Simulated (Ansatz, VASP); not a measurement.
**HC6 in VASP and in Ansatz**

File INCAR:

```
SYSTEM = HC6
ALGO = Normal ; DIPOL = 0.5 0.5 0.305
EDIFF = 1E-7 ; ENCUT = 520
GGA = CA ; IDIPOL = 3
ISIF = 2 ; ISMEAR = 0
LASPH = .TRUE. ; LCHARG = .TRUE.
LDIPOL = .TRUE. ; LELF = .TRUE.
LREAL = .FALSE. ; LVACPOTAV = .TRUE.
LVHAR = .TRUE. ; LWAVE = .FALSE.
NBANDS = 38 ; NELM = 60
PREC = Accurate ; SIGMA = 0.1
```

Contents of KPOINTS:

```
k-points
0
G
  6 3 1
  0 0 0
```

The input POSCAR:

```
HC6
1.0
    4.8889075235      0.0000000000      0.0000000000
   -1.2222268809      8.7842777898      0.0000000000
    0.0000000000      0.0000000000     22.7472999250
C H
12 2
Direct
    0.0193593843      0.0774375370      0.1758450459
    0.5193593842      0.0774375370      0.1758450459
    0.2741992303      0.0967969212      0.2059521363
    0.7741992303      0.0967969212      0.2059521363
    0.2838789224      0.1355156897      0.2661663168
    0.7838789224      0.1355156897      0.2661663168
    0.0386178296      0.1544718076      0.2954947895
    0.5386178296      0.1544718076      0.2954947895
    0.0488209147      0.1952857701      0.3583563417
    0.5488209147      0.1952857701      0.3583563417
    0.3031079910      0.2124325380      0.3845423393
    0.8031079910      0.2124325380      0.3845423393
    0.0488209147      0.1586408620      0.4465277179
    0.0488209147      0.2319306782      0.4465277179
```

Input for Ansatz:

```yaml
crystal:
  lattice:
    - [4.8889075235, 0.0, 0.0]
    - [-1.2222268809, 8.7842777898, 0.0]
    - [0.0, 0.0, 22.747299925]
  atoms:
    - { symbol: C, position: [0.0193593843, 0.077437537, 0.1758450459] }
    - { symbol: C, position: [0.5193593842, 0.077437537, 0.1758450459] }
    - { symbol: C, position: [0.2741992303, 0.0967969212, 0.2059521363] }
    - { symbol: C, position: [0.7741992303, 0.0967969212, 0.2059521363] }
    - { symbol: C, position: [0.2838789224, 0.1355156897, 0.2661663168] }
    - { symbol: C, position: [0.7838789224, 0.1355156897, 0.2661663168] }
    - { symbol: C, position: [0.0386178296, 0.1544718076, 0.2954947895] }
    - { symbol: C, position: [0.5386178296, 0.1544718076, 0.2954947895] }
    - { symbol: C, position: [0.0488209147, 0.1952857701, 0.3583563417] }
    - { symbol: C, position: [0.5488209147, 0.1952857701, 0.3583563417] }
    - { symbol: C, position: [0.303107991, 0.212432538, 0.3845423393] }
    - { symbol: C, position: [0.803107991, 0.212432538, 0.3845423393] }
    - { symbol: H, position: [0.0488209147, 0.158640862, 0.4465277179] }
    - { symbol: H, position: [0.0488209147, 0.2319306782, 0.4465277179] }
basis:
  ecutwfc: 420
kpoints:
  mp_grid: { grid: [6, 3, 1] }
hamiltonian:
  xc: lda
  pseudopotentials: { kind: paw, azcp: { folder: soft_1 } }
scf:
  occupations: { method: gaussian, width: 0.1 }
output:
  forces: true
  eigenvalues: true
efield:
  axis: 3
  dipole_correction: true
  ramp_width: 0.04
```

Alike in both runs: task single point; functional LDA; k mesh 6 × 3 × 1; occupations gaussian, width 0.1 eV; no spin polarisation.

|  | VASP | Ansatz |
| --- | --- | --- |
| version | VASP 6.6.1 | Ansatz 0.2.0 |
| potentials or method | VASP PAW LDA potentials, release 64 (C, H), cutoff 520 eV | scalar-relativistic, plane waves, PAW |
| valence electrons in the cell | 50 | 50 |

```csv
,VASP,Ansatz,Ansatz less VASP
gap on the k mesh at the Fermi level (eV),0.04,0.04,0.000
least direct gap on the mesh (eV),0.04,0.04,0.000
rms of the force components (eV/Å),1.739,1.734,-0.0046
```

Ansatz warns that its potentials were made for another functional, while VASP's fit it. LDA's correlation is that of Perdew and Zunger in VASP and of Perdew and Wang (1992) in Ansatz. Atom by atom the forces differ by 0.027 eV/Å (rms over components).
